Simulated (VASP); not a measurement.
A run of VASP 6.6.1:

Contents of INCAR:

```
PREC = Accurate
ENCUT = 520
EDIFF = 1E-7
ISMEAR = 0
SIGMA = 0.05
LREAL = F
LASPH = T
NELM = 80
ALGO = Normal
ISIF = 2
LWAVE = F
LCHARG = F
GGA = PE
NBANDS = 20
```

The input KPOINTS:

```
Automatic mesh
0
Gamma
  12 12 12
```

The input POSCAR:

```
SnO2
1.0
    1.6310229378      0.9416715322      4.9616252294
   -1.6310229378      0.9416715322      4.9616252294
    0.0000000000     -1.8833430644      4.9616252294
Sn O
1 2
Direct
    0.5000000000      0.5000000000      0.5000000000
    0.2233609734      0.2233609734      0.2233609734
    0.7766390266      0.7766390266      0.7766390266
```

Potentials or basis: VASP PAW PBE potentials, release 64 (Sn_d, O).

Command:

```sh
$ cat potpaw_PBE.64/Sn_d/POTCAR potpaw_PBE.64/O/POTCAR > POTCAR
$ mpirun -np 1 vasp_std > vasp.out
```

Hardware: 1 thread of Intel(R) Xeon(R) 6975P-C (Granite Rapids), on a shared host.

Question: Estimate the wall time of this run.

Answer: Run time: 2.1 min on 1 thread of Intel(R) Xeon(R) 6975P-C (Granite Rapids) (shared host), peak memory 0.34 GiB. Counts: scf iterations 14, k points 189.
